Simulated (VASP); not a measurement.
# K3Ag (Pm-3m) in VASP: single point with LDA

Aim: the single point of K3Ag with LDA.

All numbers are computed with VASP 6.6.1; they aren't measurements. Logs are shortened: lines on timing, memory, paths and dates and some standing lists are left out, and cuts for length are marked.

## 1. The cell of the first run

The structure is cubic, space group Pm-3m (No. 221). The conventional cell has a = 5.778 Å, b = 5.778 Å, c = 5.778 Å, α = 90.00°, β = 90.00°, γ = 90.00°. Within 5.4 Å of K (site symmetry 4/mmm) lie 8 K at 4.09 Å and 4 Ag at 4.09 Å. Within 5.4 Å of Ag (site symmetry m-3m) lie 12 K at 4.09 Å.

## 2. Single point, LDA

INCAR reads:

```
ALGO = Normal
EDIFF = 1E-7
ENCUT = 520
GGA = CA
ISIF = 2
ISMEAR = 1
LASPH = True
LCHARG = False
LREAL = False
LWAVE = False
NBANDS = 27
NELM = 100
PREC = Accurate
SIGMA = 0.15
```

KPOINTS reads:

```
k-points
0
Gamma
  6 6 6
```

POSCAR reads:

```
K3Ag
1.0
    5.7777520000      0.0000000000      0.0000000000
    0.0000000000      5.7777520000      0.0000000000
    0.0000000000      0.0000000000      5.7777520000
K Ag
3 1
Direct
    0.5000000000      0.0000000000      0.0000000000
    0.0000000000      0.5000000000      0.0000000000
    0.0000000000      0.0000000000      0.5000000000
    0.5000000000      0.5000000000      0.5000000000
```

Potentials or basis: VASP PAW LDA potentials, release 64 (K_sv, Ag).

The run is started by

```bash
$ cat potpaw_LDA.64/K_sv/POTCAR potpaw_LDA.64/Ag/POTCAR > POTCAR
$ mpirun -np 1 vasp_std > vasp.out
```

OUTCAR:

```text
EDIFF = 1E-7
   ENCUT = 520
   GGA = CA
   ISIF = 2
   ISMEAR = 1
   LASPH = True
   LREAL = False
   NELM = 100
   PREC = Accurate

 ion  position               nearest neighbor table
   1  0.500  0.000  0.000-
   2  0.000  0.500  0.000-
   3  0.000  0.000  0.500-
   4  0.500  0.500  0.500-

  LATTYP: Found a simple cubic cell.
 ALAT       =     5.7777520000

  Lattice vectors:

 A1 = (   5.7777520000,   0.0000000000,   0.0000000000)
 A2 = (   0.0000000000,   5.7777520000,   0.0000000000)
 A3 = (   0.0000000000,   0.0000000000,   5.7777520000)

Analysis of symmetry for initial positions (statically):
=====================================================================
 Subroutine PRICEL returns:
 Original cell was already a primitive cell.

 Routine SETGRP: Setting up the symmetry group for a
 simple cubic supercell.

 Subroutine GETGRP returns: Found 48 space group operations
 (whereof 48 operations were pure point group operations)
 out of a pool of 48 trial point group operations.

The static configuration has the point symmetry O_h .

Analysis of symmetry for dynamics (positions and initial velocities):
=====================================================================
 Subroutine PRICEL returns:
 Original cell was already a primitive cell.

 Routine SETGRP: Setting up the symmetry group for a
 simple cubic supercell.

 Subroutine GETGRP returns: Found 48 space group operations
 (whereof 48 operations were pure point group operations)
 out of a pool of 48 trial point group operations.

The dynamic configuration has the point symmetry O_h .

 Subroutine INISYM returns: Found 48 space group operations
 (whereof 48 operations are pure point group operations),
 and found     1 'primitive' translations

----------------------------------------------------------------------------------------

                                     Primitive cell

  volume of cell :     192.8753

  direct lattice vectors                    reciprocal lattice vectors
     5.777752000  0.000000000  0.000000000     0.173077695  0.000000000  0.000000000
     0.000000000  5.777752000  0.000000000     0.000000000  0.173077695  0.000000000
     0.000000000  0.000000000  5.777752000     0.000000000  0.000000000  0.173077695

  length of vectors
     5.777752000  5.777752000  5.777752000     0.173077695  0.173077695  0.173077695

  position of ions in fractional coordinates (direct lattice)
     0.500000000  0.000000000  0.000000000
     0.000000000  0.500000000  0.000000000
     0.000000000  0.000000000  0.500000000
     0.500000000  0.500000000  0.500000000

  ion indices of the primitive-cell ions
   primitive index   ion index
                 1           1
                 2           2
                 3           3
                 4           4

----------------------------------------------------------------------------------------

 KPOINTS: k-points

Automatic generation of k-mesh.
 Grid dimensions read from file:
 generate k-points for:    6    6    6

 Generating k-lattice:

  Cartesian coordinates                     Fractional coordinates (reciprocal lattice)
     0.028846283  0.000000000  0.000000000     0.166666667  0.000000000  0.000000000
     0.000000000  0.028846283  0.000000000     0.000000000  0.166666667  0.000000000
     0.000000000  0.000000000  0.028846283     0.000000000  0.000000000  0.166666667

  Length of vectors
     0.028846283  0.028846283  0.028846283

  Shift w.r.t. Gamma in fractional coordinates (k-lattice)
     0.000000000  0.000000000  0.000000000

 Subroutine IBZKPT returns following result:
 ===========================================

 Found     20 irreducible k-points:

 Following reciprocal coordinates:
            Coordinates               Weight
  0.000000  0.000000  0.000000      1.000000
  0.166667  0.000000  0.000000      6.000000
  0.333333  0.000000  0.000000      6.000000
  0.500000  0.000000  0.000000      3.000000
  0.166667  0.166667  0.000000     12.000000
  0.333333  0.166667  0.000000     24.000000
[... 12 lines left out ...]
  0.500000  0.500000  0.333333      6.000000
  0.500000  0.500000  0.500000      1.000000
   k-points           NKPTS =     20   k-points in BZ     NKDIM =     20   number of bands    NBANDS=     27
   number of dos      NEDOS =    301   number of ions     NIONS =      4
   total plane-waves  NPLWV = 110592
   dimension x,y,z NGX =    48 NGY =   48 NGZ =   48
   dimension x,y,z NGXF=    96 NGYF=   96 NGZF=   96
   ions per type =               3   1
   NGX,Y,Z   is equivalent  to a cutoff of  13.81, 13.81, 13.81 a.u.
   NGXF,Y,Z  is equivalent  to a cutoff of  27.62, 27.62, 27.62 a.u.
 SYSTEM =  unknown system
   PREC   = accura    normal or accurate (medium, high low for compatibility)
   ISTART =      0    job   : 0-new  1-cont  2-samecut
   ICHARG =      2    charge: 1-file 2-atom 10-const
   ISPIN  =      1    spin polarized calculation?
   LNONCOLLINEAR =      F non collinear calculations
   LSORBIT =      F    spin-orbit coupling
   LASPH  =      T    aspherical Exc in radial PAW
   ENCUT  =  520.0 eV  38.22 Ry    6.18 a.u.  10.74 10.74 10.74*2*pi/ulx,y,z
   NELM   =    100;   NELMIN=  2; NELMDL= -5     # of ELM steps
   EDIFF  = 0.1E-06   stopping-criterion for ELM
   LREAL  =      F    real-space projection
   EDIFFG = 0.1E-05   stopping-criterion for IOM
   NSW    =      0    number of steps for IOM
   IBRION =     -1    ionic relax: 0-MD 1-quasi-New 2-CG
   NFREE  =      0    steps in history (QN), initial steepest desc. (CG)
   ISIF   =      2    stress and relaxation
   ISYM   =      2    0-nonsym 1-usesym 2-fastsym
   POTIM  = 0.5000    time-step for ionic-motion
   TEBEG  =    0.0;   TEEND  =   0.0 temperature during run
   PSTRESS=    0.0 pullay stress
   NELECT =      38.0000    total number of electrons
   NUPDOWN=      -1.0000    fix difference up-down
   EMIN   =  10.00;   EMAX   =-10.00  energy-range for DOS
   EFERMI =   0.00;   METHOD = LEGACY
   ISMEAR =     1;   SIGMA  =   0.15  broadening in eV -4-tet -1-fermi 0-gaus
   EFERMI_NEDOS =   21; number of points for ismear=-14 and -15
   IALGO  =     38    algorithm
   IMIX   =      4    mixing-type and parameters
     AMIX     =   0.40;   BMIX     =  1.00
     AMIX_MAG =   1.60;   BMIX_MAG =  1.00
  volume/ion in A,a.u.               =      48.22       325.40
  Fermi-wavevector in a.u.,A,eV,Ry     =   0.952600  1.800153 12.346556  0.907446
  Thomas-Fermi vector in A             =   2.081178
   LORBIT       =      0    0 simple, 1 ext, 2 COOP (PROOUT), +10 PAW based schemes
   GGA     = CA    functional components
   LHFCALC =     F    Hartree Fock is set to
   AEXX    =    0.0000 exact exchange contribution
   IVDW    =     0    specifies the selected vdW correction
   LEPSILON=     F    determine dielectric tensor
   LRPA    =     F    only Hartree local field effects (RPA)
 non-spin polarized calculation
 Methfessel and Paxton  Order N= 1 SIGMA  =   0.15
  energy-cutoff  :      520.00
  volume of cell :      192.88
 maximum number of plane-waves:      5232
 NGX is ok and might be reduce to    48
   NGX = 21   NGY = 21   NGZ = 21

 number of electron      37.9999999 magnetization

 Free energy of the ion-electron system (eV)
  ---------------------------------------------------
  ext. energy  EPLUGINS =         0.00000000
  ---------------------------------------------------
  free energy    TOTEN  =        -6.43305015 eV

  energy without entropy =       -6.43830408  energy(sigma->0) =       -6.43480146

 E-fermi :   0.6381     XC(G=0):  -7.1176

 val. band max:        0.5671520599   @ k =   0.5000   0.5000   0.1667
 cond. band min:       0.7035282812   @ k =   0.3333   0.3333   0.0000
 fundamental gap:      0.1363762213
 Fermi energy:         0.6381323056

 k-point     1 :       0.0000    0.0000    0.0000
  band No.  band energies     occupation
      1     -30.9368      2.00000
      2     -30.9102      2.00000
      3     -30.9102      2.00000
      4     -14.7499      2.00000
      5     -14.7499      2.00000
      6     -14.7499      2.00000
[... 19 lines left out ...]
     26       3.6424      0.00000
     27       3.6424      0.00000

 k-point     2 :       0.1667    0.0000    0.0000
  band No.  band energies     occupation
      1     -30.9352      2.00000
      2     -30.9117      2.00000
      3     -30.9102      2.00000
      4     -14.7433      2.00000
      5     -14.7433      2.00000
      6     -14.7394      2.00000
[... 19 lines left out ...]
     26       3.6304     -0.00000
     27       3.7019      0.00000

 k-point     3 :       0.3333    0.0000    0.0000
  band No.  band energies     occupation
      1     -30.9311      2.00000
      2     -30.9158      2.00000
      3     -30.9102      2.00000
      4     -14.7277      2.00000
      5     -14.7277      2.00000
      6     -14.7099      2.00000
[... 19 lines left out ...]
     26       3.8460      0.00000
     27       3.9381      0.00000

 k-point     4 :       0.5000    0.0000    0.0000
  band No.  band energies     occupation
      1     -30.9279      2.00000
      2     -30.9190      2.00000
      3     -30.9101      2.00000
      4     -14.7181      2.00000
      5     -14.7181      2.00000
      6     -14.6768      2.00000
[... 19 lines left out ...]
     26       3.5997     -0.00000
     27       3.9382      0.00000
[... 396 lines left out ...]
      4     -14.8103      2.00000
      5     -14.7044      2.00000
      6     -14.6998      2.00000
[... 19 lines left out ...]
     26       4.8858      0.00000
     27       4.8890      0.00000

 k-point    19 :       0.5000    0.5000    0.3333
  band No.  band energies     occupation
      1     -30.9189      2.00000
      2     -30.9189      2.00000
      3     -30.9189      2.00000
      4     -14.8225      2.00000
      5     -14.7129      2.00000
      6     -14.7018      2.00000
[... 19 lines left out ...]
     26       5.0544      0.00000
     27       5.0561      0.00000

 k-point    20 :       0.5000    0.5000    0.5000
  band No.  band energies     occupation
      1     -30.9189      2.00000
      2     -30.9189      2.00000
      3     -30.9189      2.00000
      4     -14.8367      2.00000
      5     -14.7126      2.00000
      6     -14.7126      2.00000
[... 19 lines left out ...]
     26       5.1912      0.00000
     27       5.1912      0.00000

------------------------ aborting loop because EDIFF is reached ----------------------------------------

  FORCE on cell =-STRESS in cart. coord.  units (eV):
  Direction    XX          YY          ZZ          XY          YZ          ZX
  --------------------------------------------------------------------------------------
  -------------------------------------------------------------------------------------
  Total       -1.3703540     -1.3703540     -1.3703540     -0.0000000     -0.0000000      0.0000000
  in kB      -11.3832603    -11.3832603    -11.3832603     -0.0000000     -0.0000000      0.0000000
  external PRESSURE =     -11.3832603 kB  Pullay stress =       0.0000000 kB

 VOLUME and BASIS-vectors are now :
 -----------------------------------------------------------------------------
  energy-cutoff  :      520.00
  volume of cell :      192.88
      direct lattice vectors                 reciprocal lattice vectors
     5.777752000  0.000000000  0.000000000     0.173077695  0.000000000  0.000000000
     0.000000000  5.777752000  0.000000000     0.000000000  0.173077695  0.000000000
     0.000000000  0.000000000  5.777752000     0.000000000  0.000000000  0.173077695

 POSITION                                       TOTAL-FORCE (eV/Angst)
 -----------------------------------------------------------------------------------
      2.88888      0.00000      0.00000         0.000000      0.000000      0.000000
      0.00000      2.88888      0.00000         0.000000      0.000000      0.000000
      0.00000      0.00000      2.88888         0.000000      0.000000      0.000000
      2.88888      2.88888      2.88888         0.000000      0.000000      0.000000
 -----------------------------------------------------------------------------------
    total drift:                                0.000000     -0.000000      0.000000

  FREE ENERGIE OF THE ION-ELECTRON SYSTEM (eV)
  ---------------------------------------------------
  free  energy   TOTEN  =        -6.4330501523 eV

  energy  without entropy=       -6.4383040756  energy(sigma->0) =       -6.43480146
```

It took 54 s on 1 thread of Intel Xeon 6975P-C (Granite Rapids), shared host; peak memory 0.3 GiB.

What came out:

```yaml
Free_energy: -6.4331 eV
Pressure: -1.1 GPa
Band_gap_on_the_k_mesh: zero (bands 19 and 20 overlap by 1.06 eV)
```
